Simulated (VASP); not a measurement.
Wanted: the native input for a VASP 6.6.1 run.

| Quantity | Value |
| --- | --- |
| Task | single point |
| Functional | PBE |
| Potentials or basis | VASP PAW PBE potentials, release 64 (Sr_sv, Ti_sv, O) |
| Cutoff | 520 eV |
| k mesh | 7 × 3 × 10 |
| Occupations | gaussian, width 0.02 eV |
| Spin | no spin polarisation |
| Dipole correction | no |
| Further INCAR settings | ALGO = Normal; EDIFF = 1e-06; NBANDS = 51 |

The structure of SrTiO3 lies in POSCAR:

```
SrTiO3
1.0
    3.8677061051      0.0000000000      0.0000000000
    0.0000000000     11.6031183152      0.0000166970
    0.0000000000     -2.9007756299      2.7666738478
Sr Ti O
2 2 6
Direct
    0.0000000000      0.0000000000      0.0000000000
    0.0000000000      0.5000000000      0.0000000000
    0.5000000000      0.2500000000      0.0000000000
    0.5000000000      0.7500000000      0.0000000000
    0.5000000000      0.0000000000      0.5000000000
    0.5000000000      0.5000000000      0.5000000000
    0.5000000000      0.2500000000      0.5000000000
    0.5000000000      0.7500000000      0.5000000000
    0.0000000000      0.2500000000      0.0000000000
    0.0000000000      0.7500000000      0.0000000000
```

These files were run (other wordings do the same):

INCAR

```
SYSTEM = SrTiO3
PREC     = Accurate       ! precision mode
ENCUT    = 520            ! plane-wave cutoff, eV
EDIFF    = 1E-6           ! SCF threshold, eV
ISMEAR   = 0              ! smearing method
SIGMA    = 0.02           ! smearing width, eV
LREAL    = .False.        ! projectors in reciprocal space
LASPH    = .True.         ! aspherical terms in the spheres
NELM     = 80             ! most SCF steps
ALGO     = Normal         ! electronic algorithm
ISIF     = 2              ! what is computed and relaxed
LWAVE    = .False.        ! write WAVECAR
LCHARG   = .False.        ! write CHGCAR
GGA      = PE             ! functional
NBANDS   = 51             ! bands
```

KPOINTS

```
Automatic mesh
0
Gamma
  7 3 10
  0 0 0
```

Potentials or basis: VASP PAW PBE potentials, release 64 (Sr_sv, Ti_sv, O).

The run is started by

```console
$ cat potpaw_PBE.64/Sr_sv/POTCAR potpaw_PBE.64/Ti_sv/POTCAR potpaw_PBE.64/O/POTCAR > POTCAR
$ mpirun -np 1 vasp_std > vasp.out
```

Results of the run:

```json
{
 "Pressure": "-1.9 GPa",
 "Band gap on the k mesh": "1.73 eV"
}
```

Caveat: an odd mesh through Γ misses points on the zone boundary, where band edges can lie.

Wall time 13 min on 1 thread of AMD EPYC 7R43 64-Core Processor (Zen 3), with other jobs on the host, peak memory 0.44 GiB.
